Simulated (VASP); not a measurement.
Here is a VASP 6.6.1 calculation.

File INCAR:

```
  PREC = Accurate
  ENCUT = 520
  EDIFF = 1E-7
  ISMEAR = 0
  SIGMA = 0.01
  LREAL = False
  LASPH = True
  NELM = 60
  ALGO = Normal
  ISIF = 2
  LWAVE = False
  LCHARG = False
  GGA = PE
  NBANDS = 33
```

The input KPOINTS:

```
regular mesh
0
Gamma
  6 6 10
```

The input POSCAR:

```
Y3Si2F
1.0
    7.4428035535      0.0000000000      0.0000000000
   -3.7214017768      6.4456569527      0.0000000000
    0.0000000000      0.0000000000      3.7637117914
Y Si F
3 2 1
Direct
    0.5000000000      0.0000000000      0.5000000000
    0.5000000000      0.5000000000      0.5000000000
    0.0000000000      0.5000000000      0.5000000000
    0.3333333333      0.6666666667      0.0000000000
    0.6666666667      0.3333333333      0.0000000000
    0.0000000000      0.0000000000      0.0000000000
```

Potentials or basis: VASP PAW PBE potentials, release 64 (Y_sv, Si, F).

Launch:

```sh
$ cat potpaw_PBE.64/Y_sv/POTCAR potpaw_PBE.64/Si/POTCAR potpaw_PBE.64/F/POTCAR > POTCAR
$ mpirun -np 1 vasp_std > vasp.out
```

Question: Predict the pressure.

Answer: -0.1 GPa.

Question: Predict the band gap on the k mesh.

Answer: 0.19 eV (least direct gap 0.22 eV).

A k mesh can miss the band edges.
